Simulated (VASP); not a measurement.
# Cd2S (P-4m2) in VASP: a series of runs, part 2 of 2

VASP 6.6.1. The steps go on from the part before.

## Step 3: Relaxation of cell and atoms, PBE

This run uses another cell than the first one, of 24.37 Å³/atom.

Input file INCAR:

```
SYSTEM = Cd2S
  ALGO = Normal
  EDIFF = 1E-7
  EDIFFG = -0.08
  ENCUT = 600
  GGA = PE
  IBRION = 2
  ISIF = 3
  ISMEAR = 0
  LASPH = .TRUE.
  LCHARG = .FALSE.
  LREAL = .FALSE.
  LWAVE = .FALSE.
  NELM = 100
  NSW = 36
  PREC = Accurate
  SIGMA = 0.2
```

Input file KPOINTS:

```
k-points
0
G
  4 4 2
  0 0 0
```

Input file POSCAR:

```
Cd2S
1.0
    4.1000000000      0.0000000000      0.0000000000
    0.0000000000      4.1000000000      0.0000000000
    0.0000000000      0.0000000000      8.7000000000
Cd S
4 2
Direct
    0.5000000000      0.5000000000      0.3350000000
    0.5000000000      0.5000000000      0.6650000000
    0.0000000000      0.0000000000      0.0000000000
    0.0000000000      0.0000000000      0.5000000000
    0.0000000000      0.5000000000      0.1700000000
    0.5000000000      0.0000000000      0.8300000000
```

Potentials or basis: VASP PAW PBE potentials, release 64 (Cd, S).

Started as:

```bash
> cat potpaw_PBE.64/Cd/POTCAR potpaw_PBE.64/S/POTCAR > POTCAR
> mpirun -np 1 vasp_std > vasp.out
```

OUTCAR:

```text
SYSTEM = Cd2S
   EDIFF = 1E-7
   EDIFFG = -0.08
   ENCUT = 600
   GGA = PE
   IBRION = 2
   ISIF = 3
   ISMEAR = 0
   LASPH = .TRUE.
   LREAL = .FALSE.
   NELM = 100
   NSW = 36
   PREC = Accurate

 ion  position               nearest neighbor table
   1  0.500  0.500  0.335-   5 2.50   5 2.50   2 2.87   4 3.24   4 3.24   4 3.24   4 3.24
   2  0.500  0.500  0.665-   6 2.50   6 2.50   1 2.87   4 3.24   4 3.24   4 3.24   4 3.24
   3  0.000  0.000  0.000-   5 2.53   6 2.53   5 2.53   6 2.53
   4  0.000  0.000  0.500-   1 3.24   2 3.24   1 3.24   2 3.24   1 3.24   2 3.24   1 3.24   2 3.24

   5  0.000  0.500  0.170-   1 2.50   1 2.50   3 2.53   3 2.53
   6  0.500  0.000  0.830-   2 2.50   2 2.50   3 2.53   3 2.53

  LATTYP: Found a simple tetragonal cell.
 ALAT       =     4.1000000000
 C/A-ratio  =     2.1219512195

  Lattice vectors:

 A1 = (   4.1000000000,   0.0000000000,   0.0000000000)
 A2 = (   0.0000000000,   4.1000000000,   0.0000000000)
 A3 = (   0.0000000000,   0.0000000000,   8.7000000000)

Analysis of symmetry for initial positions (statically):
=====================================================================
 Subroutine PRICEL returns:
 Original cell was already a primitive cell.

 Routine SETGRP: Setting up the symmetry group for a
 simple tetragonal supercell.

 Subroutine GETGRP returns: Found  8 space group operations
 (whereof  8 operations were pure point group operations)
 out of a pool of 16 trial point group operations.

The static configuration has the point symmetry D_2d.

Analysis of symmetry for dynamics (positions and initial velocities):
=====================================================================
 Subroutine PRICEL returns:
 Original cell was already a primitive cell.

 Routine SETGRP: Setting up the symmetry group for a
 simple tetragonal supercell.

 Subroutine GETGRP returns: Found  8 space group operations
 (whereof  8 operations were pure point group operations)
 out of a pool of 16 trial point group operations.
[... 104 lines left out ...]
   POTIM  = 0.5000    time-step for ionic-motion
   TEBEG  =    0.0;   TEEND  =   0.0 temperature during run
   PSTRESS=    0.0 pullay stress
   NELECT =      60.0000    total number of electrons
   NUPDOWN=      -1.0000    fix difference up-down
   EMIN   =  10.00;   EMAX   =-10.00  energy-range for DOS
   EFERMI =   0.00;   METHOD = LEGACY
   ISMEAR =     0;   SIGMA  =   0.20  broadening in eV -4-tet -1-fermi 0-gaus
   EFERMI_NEDOS =   21; number of points for ismear=-14 and -15
   IALGO  =     38    algorithm
   IMIX   =      4    mixing-type and parameters
     AMIX     =   0.40;   BMIX     =  1.00
     AMIX_MAG =   1.60;   BMIX_MAG =  1.00
  volume/ion in A,a.u.               =      24.37       164.49
  Fermi-wavevector in a.u.,A,eV,Ry     =   1.216456  2.298768 20.133414  1.479764
  Thomas-Fermi vector in A             =   2.351809
   LORBIT       =      0    0 simple, 1 ext, 2 COOP (PROOUT), +10 PAW based schemes
   GGA     = PE    functional components
   LHFCALC =     F    Hartree Fock is set to
   AEXX    =    0.0000 exact exchange contribution
   IVDW    =     0    specifies the selected vdW correction
   LEPSILON=     F    determine dielectric tensor
   LRPA    =     F    only Hartree local field effects (RPA)
 conjugate gradient relaxation of ions
 non-spin polarized calculation
 Gauss-broadening in eV      SIGMA  =   0.20
  energy-cutoff  :      600.00
  volume of cell :      146.25
 maximum number of plane-waves:      4928
 NGX is ok and might be reduce to    36
   NGX = 17   NGY = 17   NGZ = 35

--------------------------------------- Ionic step        1  -------------------------------------------

 number of electron      59.9999995 magnetization

 Free energy of the ion-electron system (eV)
  ---------------------------------------------------
  ext. energy  EPLUGINS =         0.00000000
  ---------------------------------------------------
  free energy    TOTEN  =       -12.72747246 eV

  energy without entropy =      -12.70914390  energy(sigma->0) =      -12.71830818

------------------------ aborting loop because EDIFF is reached ----------------------------------------

  FORCE on cell =-STRESS in cart. coord.  units (eV):
  Direction    XX          YY          ZZ          XY          YZ          ZX
  --------------------------------------------------------------------------------------
  -------------------------------------------------------------------------------------
  Total        3.0560912      3.0560912      3.7989089      0.0000000      0.0000000      0.0000000
  in kB       33.4803453     33.4803453     41.6181236      0.0000000      0.0000000      0.0000000
  external PRESSURE =      36.1929380 kB  Pullay stress =       0.0000000 kB
[... 187 lines left out ...]
--------------------------------------- Ionic step        6  -------------------------------------------

 number of electron      60.0000003 magnetization

 Free energy of the ion-electron system (eV)
  ---------------------------------------------------
  ext. energy  EPLUGINS =         0.00000000
  ---------------------------------------------------
  free energy    TOTEN  =       -12.92834317 eV

  energy without entropy =      -12.90363893  energy(sigma->0) =      -12.91599105

 E-fermi :   2.0950     XC(G=0):  -9.3387

 val. band max:        2.0358301713   @ k =   0.5000   0.5000   0.5000
 cond. band min:       2.1063979590   @ k =   0.2500   0.2500   0.5000
 fundamental gap:      0.0705677877
 Fermi energy:         2.0949845668

 k-point     1 :       0.0000    0.0000    0.0000
  band No.  band energies     occupation
      1     -11.2435      2.00000
      2     -10.9789      2.00000
      3      -7.0632      2.00000
      4      -6.9363      2.00000
      5      -6.8561      2.00000
      6      -6.8561      2.00000
[... 490 lines left out ...]
  FREE ENERGIE OF THE ION-ELECTRON SYSTEM (eV)
  ---------------------------------------------------
  free  energy   TOTEN  =       -12.9283431655 eV

  energy  without entropy=      -12.9036389292  energy(sigma->0) =      -12.91599105

 reached required accuracy - stopping structural energy minimisation
```

OSZICAR:

```text
N       E                     dE             d eps       ncg     rms          rms(c)
DAV:   1     0.498807432021E+03    0.49881E+03   -0.33058E+04   864   0.176E+03
DAV:   2     0.158473827266E+02   -0.48296E+03   -0.47032E+03   908   0.427E+02
DAV:   3    -0.134397366603E+02   -0.29287E+02   -0.29026E+02   988   0.101E+02
[... 57 lines left out ...]
DAV:   3    -0.129285316951E+02    0.12061E-02   -0.93660E-04   912   0.232E-01    0.952E-02
DAV:   4    -0.129283435405E+02    0.18815E-03   -0.31040E-04   928   0.122E-01    0.346E-02
DAV:   5    -0.129283429209E+02    0.61958E-06   -0.26962E-05   924   0.390E-02    0.143E-02
DAV:   6    -0.129283431778E+02   -0.25683E-06   -0.14098E-06   948   0.875E-03    0.335E-03
DAV:   7    -0.129283431655E+02    0.12284E-07   -0.19928E-07   640   0.397E-03
   6 F= -.12928343E+02 E0= -.12915991E+02  d E =-.212198E-02
```

Run time: 10 min. Hardware: 1 thread of Intel Xeon 8259CL, shared host; peak memory 0.33 GiB.

What came out:

```yaml
Free_energy: -12.9283 eV
Relaxed_volume: 26.01 Å³/atom
Relaxed_cell: a = 4.173 Å, b = 4.173 Å, c = 8.960 Å, α = 90.00°, β = 90.00°, γ = 90.00°
Space_group_after_relaxing_to_0.1_Å: P-4m2 (No. 115)
Energy_gained_by_relaxing: 33.5 meV/atom
Ionic_steps: 6
Pressure_after_relaxing: 0.0 GPa
Largest_force_after_relaxing: 0.079 eV/Å
Band_gap_on_the_k_mesh: zero (bands 30 and 31 overlap by 1.16 eV)
```

Forces on the atoms (eV/Å):
```
Cd   0.000  0.000  0.009
Cd   0.000  0.000 -0.009
Cd   0.000  0.000  0.000
Cd   0.000  0.000  0.000
S    0.000  0.000  0.079
S    0.000  0.000 -0.079
```

The path:
```csv
step,energy change (eV),largest force (eV/Å),pressure (GPa),volume (Å³)
1,0.0000,0.9892,3.62,146.25
2,-0.1819,0.3582,-0.49,158.21
3,-0.1819,0.3581,-0.49,158.21
4,-0.1956,0.1760,-0.21,156.99
5,-0.1987,0.0918,0.03,156.07
6,-0.2009,0.0785,0.00,156.03
```

Final structure:
```yaml
crystal:
  lattice:
    - [4.17305, 0.00000, 0.00000]
    - [0.00000, 4.17305, 0.00000]
    - [0.00000, 0.00000, 8.96012]
  atoms:
    - { symbol: Cd, position: [0.50000, 0.50000, 0.34478] }
    - { symbol: Cd, position: [0.50000, 0.50000, 0.65522] }
    - { symbol: Cd, position: [0.00000, 0.00000, 0.00000] }
    - { symbol: Cd, position: [0.00000, 0.00000, 0.50000] }
    - { symbol: S, position: [0.00000, 0.50000, 0.16680] }
    - { symbol: S, position: [0.50000, 0.00000, 0.83320] }
```

Levels at points of the mesh, in eV from the Fermi level:
| k point | band 27 | band 28 | band 29 | band 30 | band 31 | band 32 | band 33 | band 34 |
| --- | --- | --- | --- | --- | --- | --- | --- | --- |
| (0.00, 0.00, 0.00) | -2.78 | -1.84 | -1.84 | 0.74 | 1.17 | 2.49 | 2.79 | 2.79 |
| (0.50, 0.00, 0.00) | -2.11 | -2.03 | -1.73 | -1.39 | 0.84 | 1.23 | 3.73 | 4.23 |
| (0.50, 0.50, 0.00) | -3.40 | -3.40 | -1.22 | -1.11 | -0.42 | -0.42 | 2.91 | 3.66 |
| (0.00, 0.00, 0.50) | -1.98 | -1.98 | -1.59 | -0.97 | 2.05 | 2.69 | 2.82 | 3.05 |
| (0.50, 0.00, 0.50) | -2.54 | -2.46 | -2.10 | -2.03 | 2.01 | 2.02 | 2.80 | 3.58 |
| (0.50, 0.50, 0.50) | -3.48 | -3.48 | -1.05 | -0.85 | -0.06 | -0.06 | 2.37 | 2.39 |

Caveat: the k points lie up to 0.38 Å⁻¹ apart in the final cell, too coarse for converged energies and pressures of a metal; the relaxation stopped at a loose force limit of 0.08 eV/Å, so its end isn't a converged minimum.

The gap in the log of VASP goes by the Fermi energy; the results here count the filled bands.